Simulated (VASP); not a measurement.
Fe, 1 atom in the cell. It takes space group Im-3m (No. 229, cubic). The conventional cell has a = 2.834 Å, b = 2.834 Å, c = 2.834 Å, α = 90.00°, β = 90.00°, γ = 90.00°. Fe (site symmetry m-3m) has 14 Fe at 2.45 to 2.83 Å within 3.2 Å. 

```yaml
Program: VASP 6.6.1
Task: single point
Functional: RPBE
Potentials_or_basis: VASP PAW PBE potentials, release 64 (Fe)
Cutoff: 600 eV
k_mesh: 11 × 11 × 11
Occupations: fermi-dirac, width 0.2 eV
Spin: collinear spin, ferromagnetic start
Starting_moments: "[3.5] μB"
Dipole_correction: no
Further_INCAR_settings: ALGO = Normal; EDIFF = 1e-06; NBANDS = 14
```

Potentials or basis: VASP PAW PBE potentials, release 64 (Fe).

Run with:

```bash
$ cat potpaw_PBE.64/Fe/POTCAR > POTCAR
$ mpirun -np 1 vasp_std > vasp.out
```

Hardware: 1 thread of Intel(R) Xeon(R) 6975P-C (Granite Rapids), with other jobs on the host.

**Question.** How long does it take, and how much memory?

**Answer.** Run time: 9.5 s on 1 thread of Intel(R) Xeon(R) 6975P-C (Granite Rapids), with other jobs on the host, peak memory 0.14 GiB. Counts: scf iterations 13, k points 56.
